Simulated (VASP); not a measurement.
# C (P6/mmm) in VASP: further runs

Runs on C. Level: PBEsol. Tasks: single point, relaxation of cell and atoms.

All numbers are computed with VASP 6.6.1; they aren't measurements. Logs are shortened: lines on timing, memory, paths and dates and some standing lists are left out, and cuts for length are marked.

### Step 1. The cell of the first run

The structure is hexagonal, space group P6/mmm (No. 191). The conventional cell has a = 5.922 Å, b = 5.922 Å, c = 1.283 Å, α = 90.00°, β = 90.00°, γ = 120.00°. Within 1.7 Å of C (site symmetry 6/mmm) lie 2 C at 1.28 Å. Within 1.7 Å of C (site symmetry -6m2) lie 2 C at 1.28 Å.

### Step 2. Single point, PBEsol

Contents of INCAR:

```
ALGO = Normal
EDIFF = 1E-6
ENCUT = 520
GGA = PS
ISIF = 2
ISMEAR = -1
LASPH = True
LCHARG = True
LELF = True
LREAL = False
LVHAR = True
LWAVE = False
NBANDS = 13
NELM = 100
PREC = Accurate
SIGMA = 0.1
```

Contents of KPOINTS:

```
k-points
0
Gamma
  11 11 15
```

Contents of POSCAR:

```
C
1.0
    5.9215870908      0.0000000001      0.0000000000
   -2.9607935455      5.1282448513      0.0000000000
    0.0000000000      0.0000000000      1.2827470313
C
3
Direct
    1.0000000000      0.0000000000      0.0000000000
    0.3333333333      0.6666666667      0.5000000000
    0.6666666667      0.3333333333      0.5000000000
```

Potentials or basis: VASP PAW PBE potentials, release 64 (C).

On the command line:

```sh
$ cat potpaw_PBE.64/C/POTCAR > POTCAR
$ mpirun -np 1 vasp_std > vasp.out
```

OUTCAR:

```text
EDIFF = 1E-6
   ENCUT = 520
   GGA = PS
   ISIF = 2
   ISMEAR = -1
   LASPH = True
   LREAL = False
   NELM = 100
   PREC = Accurate

 ion  position               nearest neighbor table
   1  0.000  0.000  0.000-
   2  0.333  0.667  0.500-
   3  0.667  0.333  0.500-

  LATTYP: Found a hexagonal cell.
 ALAT       =     5.9215870908
 C/A-ratio  =     0.2166221676

  Lattice vectors:

 A1 = (   5.9215870908,   0.0000000001,   0.0000000000)
 A2 = (  -2.9607935455,   5.1282448513,   0.0000000000)
 A3 = (   0.0000000000,   0.0000000000,   1.2827470313)

Analysis of symmetry for initial positions (statically):
=====================================================================
 Subroutine PRICEL returns:
 Original cell was already a primitive cell.

 Routine SETGRP: Setting up the symmetry group for a
 hexagonal supercell.

 Subroutine GETGRP returns: Found 24 space group operations
 (whereof 24 operations were pure point group operations)
 out of a pool of 24 trial point group operations.

The static configuration has the point symmetry D_6h.

Analysis of symmetry for dynamics (positions and initial velocities):
=====================================================================
 Subroutine PRICEL returns:
 Original cell was already a primitive cell.

 Routine SETGRP: Setting up the symmetry group for a
 hexagonal supercell.

 Subroutine GETGRP returns: Found 24 space group operations
 (whereof 24 operations were pure point group operations)
 out of a pool of 24 trial point group operations.

The dynamic configuration has the point symmetry D_6h.

 Subroutine INISYM returns: Found 24 space group operations
 (whereof 24 operations are pure point group operations),
 and found     1 'primitive' translations

----------------------------------------------------------------------------------------

                                     Primitive cell

  volume of cell :      38.9536

  direct lattice vectors                    reciprocal lattice vectors
     5.921587091  0.000000000  0.000000000     0.168873646  0.097499245  0.000000000
    -2.960793546  5.128244851  0.000000000    -0.000000000  0.194998490  0.000000000
     0.000000000  0.000000000  1.282747031     0.000000000  0.000000000  0.779576936

  length of vectors
     5.921587091  5.921587091  1.282747031     0.194998490  0.194998490  0.779576936

  position of ions in fractional coordinates (direct lattice)
     0.000000000  0.000000000  0.000000000
     0.333333333  0.666666667  0.500000000
     0.666666667  0.333333333  0.500000000

  ion indices of the primitive-cell ions
   primitive index   ion index
                 1           1
                 2           2
                 3           3

----------------------------------------------------------------------------------------

 KPOINTS: k-points

Automatic generation of k-mesh.
 Grid dimensions read from file:
 generate k-points for:   11   11   15

 Generating k-lattice:

  Cartesian coordinates                     Fractional coordinates (reciprocal lattice)
     0.015352150  0.008863568  0.000000000     0.090909091  0.000000000  0.000000000
    -0.000000000  0.017727135  0.000000000    -0.000000000  0.090909091  0.000000000
     0.000000000  0.000000000  0.051971796     0.000000000  0.000000000  0.066666667

  Length of vectors
     0.017727135  0.017727135  0.051971796

  Shift w.r.t. Gamma in fractional coordinates (k-lattice)
     0.000000000  0.000000000  0.000000000

 Subroutine IBZKPT returns following result:
 ===========================================

 Found    128 irreducible k-points:

 Following reciprocal coordinates:
            Coordinates               Weight
  0.000000  0.000000  0.000000      1.000000
  0.090909  0.000000  0.000000      6.000000
  0.181818  0.000000  0.000000      6.000000
  0.272727  0.000000  0.000000      6.000000
  0.363636  0.000000  0.000000      6.000000
  0.454545  0.000000  0.000000      6.000000
[... 16 lines left out ...]
  0.090909  0.090909  0.066667     12.000000
  0.181818  0.090909  0.066667     24.000000
 [... further k-points ...]
   k-points           NKPTS =    128   k-points in BZ     NKDIM =    128   number of bands    NBANDS=     13
   number of dos      NEDOS =    301   number of ions     NIONS =      3
   total plane-waves  NPLWV =  23040
   dimension x,y,z NGX =    48 NGY =   48 NGZ =   10
   dimension x,y,z NGXF=    96 NGYF=   96 NGZF=   20
   ions per type =               3
   NGX,Y,Z   is equivalent  to a cutoff of  13.48, 13.48, 12.96 a.u.
   NGXF,Y,Z  is equivalent  to a cutoff of  26.95, 26.95, 25.92 a.u.
 SYSTEM =  unknown system
   PREC   = accura    normal or accurate (medium, high low for compatibility)
   ISTART =      0    job   : 0-new  1-cont  2-samecut
   ICHARG =      2    charge: 1-file 2-atom 10-const
   ISPIN  =      1    spin polarized calculation?
   LNONCOLLINEAR =      F non collinear calculations
   LSORBIT =      F    spin-orbit coupling
   LASPH  =      T    aspherical Exc in radial PAW
   ENCUT  =  520.0 eV  38.22 Ry    6.18 a.u.  11.01 11.01  2.39*2*pi/ulx,y,z
   NELM   =    100;   NELMIN=  2; NELMDL= -5     # of ELM steps
   EDIFF  = 0.1E-05   stopping-criterion for ELM
   LREAL  =      F    real-space projection
   EDIFFG = 0.1E-04   stopping-criterion for IOM
   NSW    =      0    number of steps for IOM
   IBRION =     -1    ionic relax: 0-MD 1-quasi-New 2-CG
   NFREE  =      0    steps in history (QN), initial steepest desc. (CG)
   ISIF   =      2    stress and relaxation
   ISYM   =      2    0-nonsym 1-usesym 2-fastsym
   POTIM  = 0.5000    time-step for ionic-motion
   TEBEG  =    0.0;   TEEND  =   0.0 temperature during run
   PSTRESS=    0.0 pullay stress
   NELECT =      12.0000    total number of electrons
   NUPDOWN=      -1.0000    fix difference up-down
   EMIN   =  10.00;   EMAX   =-10.00  energy-range for DOS
   EFERMI =   0.00;   METHOD = LEGACY
   ISMEAR =    -1;   SIGMA  =   0.10  broadening in eV -4-tet -1-fermi 0-gaus
   EFERMI_NEDOS =   21; number of points for ismear=-14 and -15
   IALGO  =     38    algorithm
   IMIX   =      4    mixing-type and parameters
     AMIX     =   0.40;   BMIX     =  1.00
     AMIX_MAG =   1.60;   BMIX_MAG =  1.00
  volume/ion in A,a.u.               =      12.98        87.62
  Fermi-wavevector in a.u.,A,eV,Ry     =   1.105654  2.089383 16.632728  1.222471
  Thomas-Fermi vector in A             =   2.242144
   LORBIT       =      0    0 simple, 1 ext, 2 COOP (PROOUT), +10 PAW based schemes
   GGA     = PS    functional components
   LHFCALC =     F    Hartree Fock is set to
   AEXX    =    0.0000 exact exchange contribution
   IVDW    =     0    specifies the selected vdW correction
   LEPSILON=     F    determine dielectric tensor
   LRPA    =     F    only Hartree local field effects (RPA)
 non-spin polarized calculation
  energy-cutoff  :      520.00
  volume of cell :       38.95
 maximum number of plane-waves:      1085
 NGX is ok and might be reduce to    48
   NGX = 21   NGY = 21   NGZ =  5

 number of electron      11.9999999 magnetization

 Free energy of the ion-electron system (eV)
  ---------------------------------------------------
  ext. energy  EPLUGINS =         0.00000000
  ---------------------------------------------------
  free energy    TOTEN  =       -25.63374441 eV

  energy without entropy =      -25.60773713  energy(sigma->0) =      -25.62074077

 E-fermi :   1.0392     XC(G=0):  -8.8539

 val. band max:        1.0266835779   @ k =   0.0909   0.0000   0.2667
 cond. band min:       1.0486813226   @ k =   0.3636   0.0000   0.2667
 fundamental gap:      0.0219977447
 Fermi energy:         1.0391898080

 k-point     1 :       0.0000    0.0000    0.0000
  band No.  band energies     occupation
      1     -15.6314      2.00000
      2     -15.0592      2.00000
      3     -15.0591      2.00000
      4      -4.8927      2.00000
      5      -4.8927      2.00000
      6      -4.8926      2.00000
      7      -4.8926      2.00000
      8      -3.4057      2.00000
      9      -3.4057      2.00000
     10       5.9945      0.00000
     11      10.5604      0.00000
     12      10.5604      0.00000
     13      10.5605      0.00000

 k-point     2 :       0.0909    0.0000    0.0000
  band No.  band energies     occupation
      1     -15.6191      2.00000
      2     -15.0675      2.00000
      3     -15.0658      2.00000
      4      -5.0754      2.00000
      5      -5.0504      2.00000
      6      -4.6916      2.00000
      7      -4.6719      2.00000
      8      -3.4727      2.00000
      9      -3.4183      2.00000
     10       6.0989      0.00000
     11      10.1399      0.00000
     12      10.3239      0.00000
     13      10.6417      0.00000

 k-point     3 :       0.1818    0.0000    0.0000
  band No.  band energies     occupation
      1     -15.5830      2.00000
      2     -15.0948      2.00000
      3     -15.0815      2.00000
      4      -5.2317      2.00000
      5      -5.1250      2.00000
      6      -4.4817      2.00000
      7      -4.4177      2.00000
      8      -3.6594      2.00000
      9      -3.4569      2.00000
     10       6.3965      0.00000
     11       9.5401      0.00000
     12      10.1687      0.00000
     13      10.3821      0.00000
[... 305 lines left out ...]
 k-point    23 :       0.0909    0.0909    0.0667
  band No.  band energies     occupation
      1     -15.3561      2.00000
      2     -14.8575      2.00000
      3     -14.8574      2.00000
      4      -4.7691      2.00000
      5      -4.7691      2.00000
      6      -4.1274      2.00000
      7      -4.1274      2.00000
      8      -3.2226      2.00000
      9      -3.0635      2.00000
     10       6.5802      0.00000
     11      10.2567      0.00000
     12      10.2567      0.00000
     13      11.2367      0.00000

 k-point    24 :       0.1818    0.0909    0.0667
  band No.  band energies     occupation
      1     -15.3108      2.00000
      2     -14.8915      2.00000
      3     -14.8760      2.00000
      4      -4.8888      2.00000
      5      -4.7871      2.00000
      6      -3.9375      2.00000
      7      -3.8884      2.00000
      8      -3.4537      2.00000
      9      -3.1110      2.00000
     10       6.9548      0.00000
     11       9.6248      0.00000
     12       9.9901      0.00000
     13      11.0296      0.00000

 [... further k-points ...]
[... 5 lines left out ...]
  --------------------------------------------------------------------------------------
  -------------------------------------------------------------------------------------
  Total       -0.0060914     -0.0060914      0.0062354      0.0000000      0.0000000     -0.0000000
  in kB       -0.2505422     -0.2505422      0.2564660      0.0000000      0.0000000     -0.0000000
  external PRESSURE =      -0.0815394 kB  Pullay stress =       0.0000000 kB

 VOLUME and BASIS-vectors are now :
 -----------------------------------------------------------------------------
  energy-cutoff  :      520.00
  volume of cell :       38.95
      direct lattice vectors                 reciprocal lattice vectors
     5.921587091  0.000000000  0.000000000     0.168873646  0.097499245  0.000000000
    -2.960793546  5.128244851  0.000000000    -0.000000000  0.194998490  0.000000000
     0.000000000  0.000000000  1.282747031     0.000000000  0.000000000  0.779576936

 POSITION                                       TOTAL-FORCE (eV/Angst)
 -----------------------------------------------------------------------------------
      0.00000      0.00000      0.00000        -0.000000      0.000000      0.000000
     -0.00000      3.41883      0.64137         0.000000     -0.000000      0.000000
      2.96079      1.70941      0.64137        -0.000000     -0.000000      0.000000
 -----------------------------------------------------------------------------------
    total drift:                               -0.000000      0.000000      0.000000

  FREE ENERGIE OF THE ION-ELECTRON SYSTEM (eV)
  ---------------------------------------------------
  free  energy   TOTEN  =       -25.6337444149 eV

  energy  without entropy=      -25.6077371267  energy(sigma->0) =      -25.62074077
```

Wall time 32 s (1 thread of Intel Xeon 6975P-C, shared host); peak memory 0.18 GiB.

Results:

- Free energy: -25.6337 eV
- Pressure: 0.0 GPa
- Band gap on the k mesh: zero (band 6 reaches 10.05 eV, above the bottom of band 7 at -4.89 eV)

Caveat: the PAW data sets were made with another functional, which shifts forces and pressure a little.

[end of part 1 of 2]
